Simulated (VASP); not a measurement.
MoS2, 3 atoms in the cell. The cell holds a sheet with vacuum, 3 atoms: a = 3.156 Å, b = 3.156 Å, c = 18.120 Å, α = 90.00°, β = 90.00°, γ = 120.00°. 

| Item | Value |
| --- | --- |
| Program | VASP 6.6.1 |
| Task | relaxation of the atoms |
| Functional | PBEsol |
| Potentials or basis | VASP PAW PBE potentials, release 64 (S, Mo_sv) |
| Cutoff | 520 eV |
| k mesh | 12 × 12 × 1 |
| Occupations | gaussian, width 0.01 eV |
| Spin | no spin polarisation |
| Dipole correction | no |
| Further INCAR settings | ALGO = Normal; EDIFF = 1e-06; IBRION = 2; EDIFFG = -0.0005; NSW = 80 |

Potentials or basis: VASP PAW PBE potentials, release 64 (S, Mo_sv).

The run is started by

```bash
$ cat potpaw_PBE.64/S/POTCAR potpaw_PBE.64/Mo_sv/POTCAR > POTCAR
$ mpirun -np 1 vasp_std > vasp.out
```

Hardware: 1 thread of Oxide Virtual Turin-like Processor, with other jobs on the host.

Problem. How long does it take, and how much memory?

Solution. Run time: 4 min on 1 thread of Oxide Virtual Turin-like Processor, on a shared host, peak memory 0.25 GiB. Counts: scf iterations 40, k points 19, ion steps 7.
